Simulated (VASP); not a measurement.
# K2Hf (Cmcm) in VASP: single point with PBE

Aim: the single point of K2Hf with PBE.

All numbers are computed with VASP 6.6.1; they aren't measurements. Logs are shortened: lines on timing, memory, paths and dates and some standing lists are left out, and cuts for length are marked.

### Step 1. The cell of the first run

The typed cell holds 6 atoms: a = 6.688 Å, b = 6.688 Å, c = 7.058 Å, α = 90.00°, β = 90.00°, γ = 119.95°.

### Step 2. Single point, PBE

The input, INCAR:

```
  ALGO = Normal
  EDIFF = 1E-6
  ENCUT = 520
  GGA = PE
  ISIF = 2
  ISMEAR = -1
  LASPH = T
  LCHARG = T
  LELF = T
  LREAL = F
  LVHAR = T
  LWAVE = F
  NBANDS = 37
  NELM = 60
  PREC = Accurate
  SIGMA = 0.1
```

The input, KPOINTS:

```
k-points
0
Gamma
  6 6 5
```

The input, POSCAR:

```
K2Hf
1.0
    3.3465660000      5.7905740000      0.0000000000
    3.3465660000     -5.7905740000      0.0000000000
    0.0000000000      0.0000000000     -7.0582120000
K Hf
4 2
Direct
    0.6667000000      0.3333000000      0.7500000000
    0.3333000000      0.6667000000      0.2500000000
    0.0000000000      0.0000000000      0.0000000000
    0.0000000000      0.0000000000      0.5000000000
    0.3333000000      0.6667000000      0.7500000000
    0.6667000000      0.3333000000      0.2500000000
```

Potentials or basis: VASP PAW PBE potentials, release 64 (K_sv, Hf_pv).

Launch:

```
$ cat potpaw_PBE.64/K_sv/POTCAR potpaw_PBE.64/Hf_pv/POTCAR > POTCAR
$ mpirun -np 1 vasp_std > vasp.out
```

OUTCAR:

```text
EDIFF = 1E-6
   ENCUT = 520
   GGA = PE
   ISIF = 2
   ISMEAR = -1
   LASPH = T
   LREAL = F
   NELM = 60
   PREC = Accurate

 ion  position               nearest neighbor table
   1  0.667  0.333  0.750-   6 3.53   6 3.53
   2  0.333  0.667  0.250-   5 3.53   5 3.53
   3  0.000  0.000  0.000-   4 3.53   4 3.53
   4  0.000  0.000  0.500-   3 3.53   3 3.53
   5  0.333  0.667  0.750-   2 3.53   2 3.53
   6  0.667  0.333  0.250-   1 3.53   1 3.53

  LATTYP: Found a base centered orthorhombic cell.
 ALAT       =     6.6931320000
 B/A-ratio  =     1.7303032422
 C/A-ratio  =     1.0545454654

  Lattice vectors:

 A1 = (   3.3465660000,   5.7905740000,   0.0000000000)
 A2 = (   3.3465660000,  -5.7905740000,   0.0000000000)
 A3 = (   0.0000000000,   0.0000000000,  -7.0582120000)

Analysis of symmetry for initial positions (statically):
=====================================================================
 Subroutine PRICEL returns:
 Original cell was already a primitive cell.

 Routine SETGRP: Setting up the symmetry group for a
 base centered orthorhombic supercell.

 Subroutine GETGRP returns: Found  8 space group operations
 (whereof  4 operations were pure point group operations)
 out of a pool of  8 trial point group operations.

The static configuration has the point symmetry C_2h.
 The point group associated with its full space group is D_2h.

Analysis of symmetry for dynamics (positions and initial velocities):
=====================================================================
 Subroutine PRICEL returns:
 Original cell was already a primitive cell.

 Routine SETGRP: Setting up the symmetry group for a
 base centered orthorhombic supercell.

 Subroutine GETGRP returns: Found  8 space group operations
 (whereof  4 operations were pure point group operations)
 out of a pool of  8 trial point group operations.

The dynamic configuration has the point symmetry C_2h.
 The point group associated with its full space group is D_2h.

 Subroutine INISYM returns: Found  8 space group operations
 (whereof  4 operations are pure point group operations),
 and found     1 'primitive' translations

----------------------------------------------------------------------------------------

                                     Primitive cell

  volume of cell :     273.5557

  direct lattice vectors                    reciprocal lattice vectors
     3.346566000  5.790574000  0.000000000     0.149406885  0.086347226  0.000000000
     3.346566000 -5.790574000  0.000000000     0.149406885 -0.086347226  0.000000000
     0.000000000  0.000000000 -7.058212000     0.000000000  0.000000000 -0.141678941

  length of vectors
     6.688067826  6.688067826  7.058212000     0.172563787  0.172563787  0.141678941

  position of ions in fractional coordinates (direct lattice)
     0.666700000  0.333300000  0.750000000
     0.333300000  0.666700000  0.250000000
     0.000000000  0.000000000  0.000000000
     0.000000000  0.000000000  0.500000000
     0.333300000  0.666700000  0.750000000
     0.666700000  0.333300000  0.250000000

  ion indices of the primitive-cell ions
   primitive index   ion index
                 1           1
                 2           2
                 3           3
                 4           4
                 5           5
                 6           6

----------------------------------------------------------------------------------------

 KPOINTS: k-points

Automatic generation of k-mesh.
 Grid dimensions read from file:
 generate k-points for:    6    6    5

 Generating k-lattice:

  Cartesian coordinates                     Fractional coordinates (reciprocal lattice)
     0.024901147  0.014391204  0.000000000     0.166666667 -0.000000000  0.000000000
     0.024901147 -0.014391204  0.000000000    -0.000000000  0.166666667  0.000000000
     0.000000000  0.000000000 -0.028335788     0.000000000  0.000000000  0.200000000

  Length of vectors
     0.028760631  0.028760631  0.028335788

  Shift w.r.t. Gamma in fractional coordinates (k-lattice)
     0.000000000  0.000000000  0.000000000

 Subroutine IBZKPT returns following result:
 ===========================================

 Found     39 irreducible k-points:

 Following reciprocal coordinates:
            Coordinates               Weight
  0.000000  0.000000  0.000000      1.000000
  0.166667 -0.000000  0.000000      4.000000
  0.333333  0.000000  0.000000      4.000000
  0.500000  0.000000  0.000000      2.000000
  0.166667  0.166667  0.000000      2.000000
  0.333333  0.166667  0.000000      4.000000
[... 16 lines left out ...]
  0.333333  0.333333  0.200000      4.000000
  0.500000  0.333333  0.200000      8.000000
 [... further k-points ...]
   k-points           NKPTS =     39   k-points in BZ     NKDIM =     39   number of bands    NBANDS=     37
   number of dos      NEDOS =    301   number of ions     NIONS =      6
   total plane-waves  NPLWV = 135000
   dimension x,y,z NGX =    50 NGY =   50 NGZ =   54
   dimension x,y,z NGXF=   100 NGYF=  100 NGZF=  108
   ions per type =               4   2
   NGX,Y,Z   is equivalent  to a cutoff of  12.43, 12.43, 12.72 a.u.
   NGXF,Y,Z  is equivalent  to a cutoff of  24.86, 24.86, 25.44 a.u.
 SYSTEM =  unknown system
   PREC   = accura    normal or accurate (medium, high low for compatibility)
   ISTART =      0    job   : 0-new  1-cont  2-samecut
   ICHARG =      2    charge: 1-file 2-atom 10-const
   ISPIN  =      1    spin polarized calculation?
   LNONCOLLINEAR =      F non collinear calculations
   LSORBIT =      F    spin-orbit coupling
   LASPH  =      T    aspherical Exc in radial PAW
   ENCUT  =  520.0 eV  38.22 Ry    6.18 a.u.  12.44 12.44 13.12*2*pi/ulx,y,z
   NELM   =     60;   NELMIN=  2; NELMDL= -5     # of ELM steps
   EDIFF  = 0.1E-05   stopping-criterion for ELM
   LREAL  =      F    real-space projection
   EDIFFG = 0.1E-04   stopping-criterion for IOM
   NSW    =      0    number of steps for IOM
   IBRION =     -1    ionic relax: 0-MD 1-quasi-New 2-CG
   NFREE  =      0    steps in history (QN), initial steepest desc. (CG)
   ISIF   =      2    stress and relaxation
   ISYM   =      2    0-nonsym 1-usesym 2-fastsym
   POTIM  = 0.5000    time-step for ionic-motion
   TEBEG  =    0.0;   TEEND  =   0.0 temperature during run
   PSTRESS=    0.0 pullay stress
   NELECT =      56.0000    total number of electrons
   NUPDOWN=      -1.0000    fix difference up-down
   EMIN   =  10.00;   EMAX   =-10.00  energy-range for DOS
   EFERMI =   0.00;   METHOD = LEGACY
   ISMEAR =    -1;   SIGMA  =   0.10  broadening in eV -4-tet -1-fermi 0-gaus
   EFERMI_NEDOS =   21; number of points for ismear=-14 and -15
   IALGO  =     38    algorithm
   IMIX   =      4    mixing-type and parameters
     AMIX     =   0.40;   BMIX     =  1.00
     AMIX_MAG =   1.60;   BMIX_MAG =  1.00
  volume/ion in A,a.u.               =      45.59       307.67
  Fermi-wavevector in a.u.,A,eV,Ry     =   0.964841  1.823285 12.665902  0.930918
  Thomas-Fermi vector in A             =   2.094506
   LORBIT       =      0    0 simple, 1 ext, 2 COOP (PROOUT), +10 PAW based schemes
   GGA     = PE    functional components
[... 5 lines left out ...]
 non-spin polarized calculation
  energy-cutoff  :      520.00
  volume of cell :      273.56
 maximum number of plane-waves:      7408
 NGX is ok and might be reduce to    50
   NGX = 25   NGY = 25   NGZ = 27

 number of electron      55.9999997 magnetization

 Free energy of the ion-electron system (eV)
  ---------------------------------------------------
  ext. energy  EPLUGINS =         0.00000000
  ---------------------------------------------------
  free energy    TOTEN  =       -14.94019559 eV

  energy without entropy =      -14.50344840  energy(sigma->0) =      -14.72182199

 E-fermi :   0.8095     XC(G=0):  -7.4109

 val. band max:        0.8062451967   @ k =   0.0000   0.0000   0.2000
 cond. band min:       0.8250382024   @ k =   0.3333   0.3333   0.0000
 fundamental gap:      0.0187930057
 Fermi energy:         0.8095120520

 k-point     1 :       0.0000    0.0000    0.0000
  band No.  band energies     occupation
      1     -31.5770      2.00000
      2     -31.5769      2.00000
      3     -31.5765      2.00000
      4     -31.5764      2.00000
      5     -31.5353      2.00000
      6     -31.5343      2.00000
[... 29 lines left out ...]
     36       1.7594      0.00015
     37       1.7617      0.00015

 k-point     2 :       0.1667   -0.0000    0.0000
  band No.  band energies     occupation
      1     -31.5770      2.00000
      2     -31.5769      2.00000
      3     -31.5766      2.00000
      4     -31.5764      2.00000
      5     -31.5352      2.00000
      6     -31.5344      2.00000
[... 29 lines left out ...]
     36       1.7499      0.00016
     37       1.8060      0.00009

 k-point     3 :       0.3333    0.0000    0.0000
  band No.  band energies     occupation
      1     -31.5770      2.00000
      2     -31.5770      2.00000
      3     -31.5767      2.00000
      4     -31.5764      2.00000
      5     -31.5351      2.00000
      6     -31.5345      2.00000
[... 29 lines left out ...]
     36       1.5806      0.00090
     37       2.2476      0.00000

 k-point     4 :       0.5000    0.0000    0.0000
  band No.  band energies     occupation
      1     -31.5770      2.00000
      2     -31.5770      2.00000
      3     -31.5767      2.00000
      4     -31.5764      2.00000
      5     -31.5349      2.00000
      6     -31.5346      2.00000
[... 29 lines left out ...]
     36       1.6101      0.00067
     37       2.2014      0.00000
[... 683 lines left out ...]
      1     -31.5770      2.00000
      2     -31.5769      2.00000
      3     -31.5766      2.00000
      4     -31.5765      2.00000
      5     -31.5354      2.00000
      6     -31.5347      2.00000
[... 29 lines left out ...]
     36       1.8476      0.00006
     37       2.1689      0.00000

 k-point    23 :       0.3333    0.3333    0.2000
  band No.  band energies     occupation
      1     -31.5770      2.00000
      2     -31.5768      2.00000
      3     -31.5768      2.00000
      4     -31.5765      2.00000
      5     -31.5350      2.00000
      6     -31.5350      2.00000
[... 29 lines left out ...]
     36       1.6937      0.00029
     37       1.8198      0.00008

 k-point    24 :       0.5000    0.3333    0.2000
  band No.  band energies     occupation
      1     -31.5770      2.00000
      2     -31.5769      2.00000
      3     -31.5767      2.00000
      4     -31.5765      2.00000
      5     -31.5352      2.00000
      6     -31.5349      2.00000
[... 29 lines left out ...]
     36       1.7919      0.00011
     37       1.9427      0.00002

 [... further k-points ...]

------------------------ aborting loop because EDIFF is reached ----------------------------------------

  FORCE on cell =-STRESS in cart. coord.  units (eV):
  Direction    XX          YY          ZZ          XY          YZ          ZX
  --------------------------------------------------------------------------------------
  -------------------------------------------------------------------------------------
  Total       -1.8878747     -1.8641089      2.0616148      0.0000000     -0.0000000      0.0000000
  in kB      -11.0570189    -10.9178260     12.0745902      0.0000000     -0.0000000      0.0000000
  external PRESSURE =      -3.3000849 kB  Pullay stress =       0.0000000 kB

 VOLUME and BASIS-vectors are now :
 -----------------------------------------------------------------------------
  energy-cutoff  :      520.00
  volume of cell :      273.56
      direct lattice vectors                 reciprocal lattice vectors
     3.346566000  5.790574000  0.000000000     0.149406885  0.086347226  0.000000000
     3.346566000 -5.790574000  0.000000000     0.149406885 -0.086347226  0.000000000
     0.000000000  0.000000000 -7.058212000     0.000000000  0.000000000 -0.141678941

 POSITION                                       TOTAL-FORCE (eV/Angst)
 -----------------------------------------------------------------------------------
      3.34657      1.93058     -5.29366         0.000000     -0.000293      0.000000
      3.34657     -1.93058     -1.76455         0.000000      0.000293      0.000000
      0.00000      0.00000      0.00000         0.000000     -0.000000     -0.000000
      0.00000      0.00000     -3.52911         0.000000     -0.000000     -0.000000
      3.34657     -1.93058     -5.29366         0.000000      0.000988     -0.000000
      3.34657      1.93058     -1.76455         0.000000     -0.000988     -0.000000
 -----------------------------------------------------------------------------------
    total drift:                                0.000000      0.000000     -0.000000

  FREE ENERGIE OF THE ION-ELECTRON SYSTEM (eV)
  ---------------------------------------------------
  free  energy   TOTEN  =       -14.9401955921 eV

  energy  without entropy=      -14.5034483973  energy(sigma->0) =      -14.72182199
```

Wall time 5.4 min (1 thread of Intel Xeon Platinum 8375C at 2.90GHz (Ice Lake), shared host); peak memory 0.56 GiB.

What came out:

| Item | Value |
| --- | --- |
| Free energy | -14.9402 eV |
| Pressure | -0.3 GPa |
| Band gap on the k mesh | zero (bands 28 and 29 overlap by 0.04 eV) |

Stress tensor (GPa, compression positive):
```
-1.11  0.00  0.00
 0.00 -1.09  0.00
 0.00  0.00  1.21
```

Caveat: spin-orbit coupling is left out, which moves the levels of the heavy elements.
